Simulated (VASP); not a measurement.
# Sr in VASP: a series of runs

Sr is run at these levels: PBE; tasks: single point.

All numbers are computed with VASP 6.6.1; they aren't measurements. Logs are shortened: lines on timing, memory, paths and dates and some standing lists are left out, and cuts for length are marked.

## Step 1: The cell of the first run

Symmetry: Im-3m, No. 229, cubic system. The conventional cell has a = 4.930 Å, b = 4.930 Å, c = 4.930 Å, α = 90.00°, β = 90.00°, γ = 90.00°. Within 5.6 Å of Sr (site symmetry m-3m) lie 14 Sr at 4.27 to 4.93 Å.

## Step 2: Single point, PBE (strained)

File INCAR:

```
  PREC = Accurate
  ENCUT = 520
  EDIFF = 1E-6
  ISMEAR = 0
  SIGMA = 0.1
  LREAL = F
  LASPH = T
  NELM = 60
  ALGO = Normal
  ISIF = 2
  LWAVE = F
  LCHARG = F
  GGA = PE
  NBANDS = 11
```

File KPOINTS:

```
Automatic mesh
0
Gamma
  12 12 12
```

File POSCAR:

```
Sr
1.0
   -2.4647700000      2.4647700000      2.4647700000
    2.4647700000     -2.4647700000      2.4647700000
    2.4647700000      2.4647700000     -2.4647700000
Sr
1
Direct
    0.0000000000      0.0000000000      0.0000000000
```

Potentials or basis: VASP PAW PBE potentials, release 64 (Sr_sv).

The run is started by

```console
$ cat potpaw_PBE.64/Sr_sv/POTCAR > POTCAR
$ mpirun -np 1 vasp_std > vasp.out
```

OUTCAR:

```text
PREC = Accurate
   ENCUT = 520
   EDIFF = 1E-6
   ISMEAR = 0
   LREAL = F
   LASPH = T
   NELM = 60
   ISIF = 2
   GGA = PE

 ion  position               nearest neighbor table
   1  0.000  0.000  0.000-

  LATTYP: Found a body centered cubic cell.
 ALAT       =     4.9295400000

  Lattice vectors:

 A1 = (  -2.4647700000,   2.4647700000,   2.4647700000)
 A2 = (   2.4647700000,  -2.4647700000,   2.4647700000)
 A3 = (   2.4647700000,   2.4647700000,  -2.4647700000)

Analysis of symmetry for initial positions (statically):
=====================================================================
 Subroutine PRICEL returns:
 Original cell was already a primitive cell.

 Routine SETGRP: Setting up the symmetry group for a
 body centered cubic supercell.

 Subroutine GETGRP returns: Found 48 space group operations
 (whereof 48 operations were pure point group operations)
 out of a pool of 48 trial point group operations.

The static configuration has the point symmetry O_h .

Analysis of symmetry for dynamics (positions and initial velocities):
=====================================================================
 Subroutine PRICEL returns:
 Original cell was already a primitive cell.

 Routine SETGRP: Setting up the symmetry group for a
 body centered cubic supercell.

 Subroutine GETGRP returns: Found 48 space group operations
 (whereof 48 operations were pure point group operations)
 out of a pool of 48 trial point group operations.

The dynamic configuration has the point symmetry O_h .

 Subroutine INISYM returns: Found 48 space group operations
 (whereof 48 operations are pure point group operations),
 and found     1 'primitive' translations

----------------------------------------------------------------------------------------

                                     Primitive cell

  volume of cell :      59.8948

  direct lattice vectors                    reciprocal lattice vectors
    -2.464770000  2.464770000  2.464770000     0.000000000  0.202858685  0.202858685
     2.464770000 -2.464770000  2.464770000     0.202858685  0.000000000  0.202858685
     2.464770000  2.464770000 -2.464770000     0.202858685  0.202858685  0.000000000

  length of vectors
     4.269106869  4.269106869  4.269106869     0.286885503  0.286885503  0.286885503

  position of ions in fractional coordinates (direct lattice)
     0.000000000  0.000000000  0.000000000

[... 74 lines left out ...]
   NELM   =     60;   NELMIN=  2; NELMDL= -5     # of ELM steps
   EDIFF  = 0.1E-05   stopping-criterion for ELM
   LREAL  =      F    real-space projection
   EDIFFG = 0.1E-04   stopping-criterion for IOM
   NSW    =      0    number of steps for IOM
   IBRION =     -1    ionic relax: 0-MD 1-quasi-New 2-CG
   NFREE  =      0    steps in history (QN), initial steepest desc. (CG)
   ISIF   =      2    stress and relaxation
   ISYM   =      2    0-nonsym 1-usesym 2-fastsym
   POTIM  = 0.5000    time-step for ionic-motion
   TEBEG  =    0.0;   TEEND  =   0.0 temperature during run
   PSTRESS=    0.0 pullay stress
   NELECT =      10.0000    total number of electrons
   NUPDOWN=      -1.0000    fix difference up-down
   EMIN   =  10.00;   EMAX   =-10.00  energy-range for DOS
   EFERMI =   0.00;   METHOD = LEGACY
   ISMEAR =     0;   SIGMA  =   0.10  broadening in eV -4-tet -1-fermi 0-gaus
   EFERMI_NEDOS =   21; number of points for ismear=-14 and -15
   IALGO  =     38    algorithm
   IMIX   =      4    mixing-type and parameters
     AMIX     =   0.40;   BMIX     =  1.00
     AMIX_MAG =   1.60;   BMIX_MAG =  1.00
  volume/ion in A,a.u.               =      59.89       404.19
  Fermi-wavevector in a.u.,A,eV,Ry     =   0.901457  1.703507 11.056435  0.812625
  Thomas-Fermi vector in A             =   2.024540
   LORBIT       =      0    0 simple, 1 ext, 2 COOP (PROOUT), +10 PAW based schemes
   GGA     = PE    functional components
   LHFCALC =     F    Hartree Fock is set to
   AEXX    =    0.0000 exact exchange contribution
   IVDW    =     0    specifies the selected vdW correction
   LEPSILON=     F    determine dielectric tensor
   LRPA    =     F    only Hartree local field effects (RPA)
 non-spin polarized calculation
 Gauss-broadening in eV      SIGMA  =   0.10
  energy-cutoff  :      520.00
  volume of cell :       59.89
 maximum number of plane-waves:      1638
   NGX = 15   NGY = 15   NGZ = 15

 number of electron      10.0000000 magnetization

 Free energy of the ion-electron system (eV)
  ---------------------------------------------------
  ext. energy  EPLUGINS =         0.00000000
  ---------------------------------------------------
  free energy    TOTEN  =        -1.61323972 eV

  energy without entropy =       -1.60516292  energy(sigma->0) =       -1.60920132

 E-fermi :   1.3363     XC(G=0):  -7.0954

 val. band max:        1.3253521084   @ k =   0.5000   0.5000   0.2500
 cond. band min:       1.3501631887   @ k =  -0.4167  -0.4167   0.1667
 fundamental gap:      0.0248110803
 Fermi energy:         1.3363222969

 k-point     1 :       0.0000    0.0000    0.0000
  band No.  band energies     occupation
      1     -35.4846      2.00000
      2     -17.3824      2.00000
      3     -17.3824      2.00000
      4     -17.3824      2.00000
      5      -2.2046      2.00000
      6       3.5741      0.00000
      7       3.5741      0.00000
      8       3.5741      0.00000
      9       4.7988      0.00000
     10       4.7988      0.00000
     11       9.0661      0.00000
[... 309 lines left out ...]
 k-point    24 :       0.4167    0.0833    0.0833
  band No.  band energies     occupation
      1     -35.4744      2.00000
      2     -17.5172      2.00000
      3     -17.4371      2.00000
      4     -17.3914      2.00000
      5       0.5797      2.00000
      6       1.4257      0.20625
      7       2.3197      0.00000
      8       4.6659      0.00000
      9       5.2486      0.00000
     10       6.0080      0.00000
     11       6.4853      0.00000

 [... further k-points ...]
[... 5 lines left out ...]
  --------------------------------------------------------------------------------------
  -------------------------------------------------------------------------------------
  Total       -0.3779857     -0.3779857     -0.3779857      0.0000000      0.0000000     -0.0000000
  in kB      -10.1110605    -10.1110605    -10.1110605      0.0000000      0.0000000     -0.0000000
  external PRESSURE =     -10.1110605 kB  Pullay stress =       0.0000000 kB

 VOLUME and BASIS-vectors are now :
 -----------------------------------------------------------------------------
  energy-cutoff  :      520.00
  volume of cell :       59.89
      direct lattice vectors                 reciprocal lattice vectors
    -2.464770000  2.464770000  2.464770000     0.000000000  0.202858685  0.202858685
     2.464770000 -2.464770000  2.464770000     0.202858685  0.000000000  0.202858685
     2.464770000  2.464770000 -2.464770000     0.202858685  0.202858685  0.000000000

 POSITION                                       TOTAL-FORCE (eV/Angst)
 -----------------------------------------------------------------------------------
      0.00000      0.00000      0.00000         0.000000      0.000000      0.000000
 -----------------------------------------------------------------------------------
    total drift:                                0.000000      0.000000     -0.000000

  FREE ENERGIE OF THE ION-ELECTRON SYSTEM (eV)
  ---------------------------------------------------
  free  energy   TOTEN  =        -1.6132397244 eV

  energy  without entropy=       -1.6051629229  energy(sigma->0) =       -1.60920132
```

OSZICAR:

```text
N       E                     dE             d eps       ncg     rms          rms(c)
DAV:   1     0.366716678963E+02    0.36672E+02   -0.46529E+03  1584   0.775E+02
DAV:   2     0.139146496451E+00   -0.36533E+02   -0.35890E+02  1859   0.148E+02
DAV:   3    -0.152689091465E+01   -0.16660E+01   -0.16464E+01  2331   0.238E+01
DAV:   4    -0.160464421097E+01   -0.77753E-01   -0.77607E-01  2070   0.492E+00
DAV:   5    -0.160643042795E+01   -0.17862E-02   -0.17860E-02  2301   0.612E-01    0.102E+01
DAV:   6    -0.161024534095E+01   -0.38149E-02   -0.73581E-03  1869   0.956E-01    0.571E+00
DAV:   7    -0.161310176537E+01   -0.28564E-02   -0.12544E-02  1727   0.124E+00    0.298E-01
DAV:   8    -0.161319547731E+01   -0.93712E-04   -0.15305E-03  2429   0.235E-01    0.707E-02
DAV:   9    -0.161322183185E+01   -0.26355E-04   -0.24829E-05  1923   0.416E-02    0.291E-02
DAV:  10    -0.161324031629E+01   -0.18484E-04   -0.85001E-06  1992   0.201E-02    0.623E-03
DAV:  11    -0.161323972438E+01    0.59191E-06   -0.51641E-07  1731   0.479E-03
   1 F= -.16132397E+01 E0= -.16092013E+01  d E =-.807680E-02
```

stdout:

```text
POSCAR found type information on POSCAR Sr
 POSCAR found :  1 types and       1 ions
 scaLAPACK will be used
 LDA part: xc-table for (Slater+PW92), standard interpolation
 POSCAR, INCAR and KPOINTS ok, starting setup
 FFT: planning ... GRIDC
 FFT: planning ... GRID_SOFT
 FFT: planning ... GRID
 WAVECAR not read
 entering main loop
```

It took 19 s on 1 thread of Intel Xeon Platinum 8375C at 2.90GHz (Ice Lake), shared host; peak memory 0.2 GiB.

Results:

```yaml
Free_energy: -1.6132 eV
Pressure: -1.0 GPa
Band_gap_on_the_k_mesh: zero (band 5 reaches 1.63 eV, above the bottom of band 6 at 1.27 eV)
```

Levels at points of the mesh, in eV from the Fermi level:
```tsv
k point	band 2	band 3	band 4	band 5	band 6	band 7	band 8	band 9
(0.00, 0.00, 0.00)	-18.72	-18.72	-18.72	-3.54	2.24	2.24	2.24	3.46
(0.50, 0.00, 0.00)	-18.86	-18.77	-18.72	-0.98	0.09	1.18	3.25	3.89
(0.50, 0.50, 0.50)	-18.82	-18.82	-18.82	-0.06	-0.06	3.26	3.26	3.26
```

Caveat: the cell differs from its parent crystal (strained).

## Step 3: Single point, PBE (strained)

File INCAR:

```
PREC = Accurate ; ENCUT = 520
EDIFF = 1E-6 ; ISMEAR = 0
SIGMA = 0.1 ; LREAL = False
LASPH = True ; NELM = 100
ALGO = Normal ; ISIF = 2
LWAVE = False ; LCHARG = False
GGA = PE ; NBANDS = 11
```

File KPOINTS:

```
regular mesh
0
Gamma
  12 12 12
```

File POSCAR:

```
Sr
1.0
   -2.5361135000      2.5361135000      2.5361135000
    2.5361135000     -2.5361135000      2.5361135000
    2.5361135000      2.5361135000     -2.5361135000
Sr
1
Direct
    0.0000000000      0.0000000000      0.0000000000
```

Potentials or basis: VASP PAW PBE potentials, release 64 (Sr_sv).

The run is started by

```console
$ cat potpaw_PBE.64/Sr_sv/POTCAR > POTCAR
$ mpirun -np 1 vasp_std > vasp.out
```

OUTCAR:

```text
PREC = Accurate
   ENCUT = 520
   EDIFF = 1E-6
   ISMEAR = 0
   LREAL = False
   LASPH = True
   NELM = 100
   ISIF = 2
   GGA = PE

 ion  position               nearest neighbor table
   1  0.000  0.000  0.000-

  LATTYP: Found a body centered cubic cell.
 ALAT       =     5.0722270000

  Lattice vectors:

 A1 = (  -2.5361135000,   2.5361135000,   2.5361135000)
 A2 = (   2.5361135000,  -2.5361135000,   2.5361135000)
[... 515 lines left out ...]
     10       5.3143      0.00000
     11       5.8387      0.00000

 [... further k-points ...]

------------------------ aborting loop because EDIFF is reached ----------------------------------------

  FORCE on cell =-STRESS in cart. coord.  units (eV):
  Direction    XX          YY          ZZ          XY          YZ          ZX
  --------------------------------------------------------------------------------------
  -------------------------------------------------------------------------------------
  Total       -0.6339141     -0.6339141     -0.6339141      0.0000000      0.0000000      0.0000000
  in kB      -15.5659243    -15.5659243    -15.5659243      0.0000000      0.0000000      0.0000000
  external PRESSURE =     -15.5659243 kB  Pullay stress =       0.0000000 kB

 VOLUME and BASIS-vectors are now :
 -----------------------------------------------------------------------------
  energy-cutoff  :      520.00
  volume of cell :       65.25
      direct lattice vectors                 reciprocal lattice vectors
    -2.536113500  2.536113500  2.536113500     0.000000000  0.197152060  0.197152060
     2.536113500 -2.536113500  2.536113500     0.197152060  0.000000000  0.197152060
     2.536113500  2.536113500 -2.536113500     0.197152060  0.197152060  0.000000000

 POSITION                                       TOTAL-FORCE (eV/Angst)
 -----------------------------------------------------------------------------------
      0.00000      0.00000      0.00000         0.000000      0.000000      0.000000
 -----------------------------------------------------------------------------------
    total drift:                               -0.000000      0.000000      0.000000

  FREE ENERGIE OF THE ION-ELECTRON SYSTEM (eV)
  ---------------------------------------------------
  free  energy   TOTEN  =        -1.5698837850 eV

  energy  without entropy=       -1.5604782973  energy(sigma->0) =       -1.56518104
```

stdout:

```text
POSCAR found type information on POSCAR Sr
 POSCAR found :  1 types and       1 ions
 scaLAPACK will be used
 LDA part: xc-table for (Slater+PW92), standard interpolation
 POSCAR, INCAR and KPOINTS ok, starting setup
 FFT: planning ... GRIDC
 FFT: planning ... GRID_SOFT
 FFT: planning ... GRID
 WAVECAR not read
 entering main loop
```

It took 32 s on 1 thread of Intel Xeon Platinum 8375C at 2.90GHz (Ice Lake), shared host; peak memory 0.22 GiB.

Results:

* Free energy: -1.5699 eV
* Pressure: -1.6 GPa
* Band gap on the k mesh: zero (band 5 reaches 1.35 eV, above the bottom of band 6 at 1.07 eV)

Levels at points of the mesh, in eV from the Fermi level:
| k point | band 3 | band 4 | band 5 | band 6 | band 7 | band 8 |
| --- | --- | --- | --- | --- | --- | --- |
| (0.00, 0.00, 0.00) | -18.91 | -18.91 | -3.41 | 2.13 | 2.13 | 2.13 |
| (0.50, 0.00, 0.00) | -18.95 | -18.91 | -0.94 | 0.01 | 1.16 | 3.03 |
| (0.50, 0.50, 0.50) | -18.99 | -18.99 | 0.03 | 0.03 | 2.97 | 2.97 |

Caveat: the cell differs from its parent crystal (strained).

## Step 4: Single point, PBE (strained)

File INCAR:

```
PREC     = Accurate       # precision mode
ENCUT    = 520            # plane-wave cutoff, eV
EDIFF    = 1E-7           # SCF threshold, eV
ISMEAR   = 0              # smearing method
SIGMA    = 0.1            # smearing width, eV
LREAL    = False          # projectors in reciprocal space
LASPH    = True           # aspherical terms in the spheres
NELM     = 80             # most SCF steps
ALGO     = Fast           # electronic algorithm
ISIF     = 2              # what is computed and relaxed
LWAVE    = False          # write WAVECAR
LCHARG   = False          # write CHGCAR
GGA      = PE             # functional
NBANDS   = 11             # bands
```

File KPOINTS:

```
Automatic mesh
0
Gamma
  12 12 12
```

File POSCAR:

```
Sr
1.0
   -2.3654177500      2.3484185000      2.2844955000
    2.3654177500     -2.3471090000      2.2831860000
    2.3654177500      2.3471090000     -2.2831860000
Sr
1
Direct
    0.0000000000      0.0000000000      0.0000000000
```

The run is started by

```console
$ cat potpaw_PBE.64/Sr_sv/POTCAR > POTCAR
$ mpirun -np 1 vasp_std > vasp.out
```

Wall time 3.6 min (1 thread of Intel Xeon Platinum 8375C at 2.90GHz (Ice Lake), shared host); peak memory 0.38 GiB.

It converged, with:

* Free energy: -1.6261 eV
* Pressure: 0.8 GPa
* Band gap on the k mesh: zero (band 5 reaches 2.21 eV, above the bottom of band 6 at 1.65 eV)

Stress tensor (GPa, compression positive):
```
 0.71  0.00  0.00
 0.00  0.73 -0.01
 0.00 -0.01  0.90
```

Levels at points of the mesh, in eV from the Fermi level:
```tsv
k point	band 3	band 4	band 5	band 6	band 7	band 8
(0.00, 0.00, 0.00)	-18.32	-18.32	-3.75	2.35	2.53	2.58
(0.50, 0.00, 0.00)	-18.41	-18.32	-1.02	0.40	1.13	3.84
(0.00, 0.50, 0.00)	-18.41	-18.32	-1.03	0.38	1.18	3.77
(0.50, 0.50, 0.00)	-18.40	-18.31	-1.08	0.29	1.37	3.59
(0.00, 0.50, 0.50)	-18.41	-18.32	-1.02	0.41	1.13	3.83
(0.50, 0.50, 0.50)	-18.51	-18.49	-0.28	-0.21	3.77	3.87
```

Caveat: the cell differs from its parent crystal (strained).

## Step 5: The runs side by side

```csv
cell,gap on the mesh (eV),pressure (GPa)
"a = 4.269 Å, angles 109.5°, 1 atom",none,-1.0
"a = 4.393 Å, angles 109.5°, 1 atom",none,-1.6
"a = 4.041, b = 4.039, c = 4.039 Å, angles 108.3, 108.9, 111.2°, 1 atom",none,0.8
```

Alike in all rows: task single point; level PBE; potentials or basis VASP PAW PBE potentials, release 64 (Sr_sv); no spin polarisation; k mesh 12 × 12 × 12; cutoff (eV) 520; smearing gaussian 0.1 eV.

Absolute energies hang on the potentials; compare differences alone.
